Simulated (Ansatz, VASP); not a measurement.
One calculation of BaTiO3, two programs

```
Ba Ti O
1.0
     2.85270    1.58584    2.36249
    -2.75626    1.58437    2.24591
     0.04694   -3.29726    2.39365
Ba Ti O
1 1 3
Direct
  0.98160 0.01075 0.98783
  0.48489 0.48841 0.50810
  0.50410 0.48958 0.02087
  0.02832 0.50172 0.50908
  0.52178 0.02611 0.49975
```

Alike in both runs: task single point; functional PBEsol; dispersion D4; k mesh 4 × 4 × 4; no spin polarisation.

|  | VASP | Ansatz |
| --- | --- | --- |
| version | VASP 6.6.1 | Ansatz 0.2.0 |
| potentials or method | VASP PAW PBE potentials, release 64 (Ba_sv, Ti_sv, O), cutoff 520 eV | plane waves, PAW |
| occupations | gaussian, width 0.01 eV | fixed |
| valence electrons in the cell | 40 | 40 |

|  | VASP | Ansatz | Ansatz less VASP |
| --- | --- | --- | --- |
| pressure (GPa) | 1.5 | -0.5 | -1.95 |
| traceless stress, the component that is largest in VASP (GPa) | 4.90 | 4.77 | -0.131 |
| rms of the force components (eV/Å) | 0.526 | 0.501 | -0.0251 |

VASP's potentials were made for PBE, not for PBEsol. Atom by atom the forces differ by 0.043 eV/Å (rms over components). Ansatz's warnings: stress scf threshold loose.

Spin-orbit coupling is off throughout.
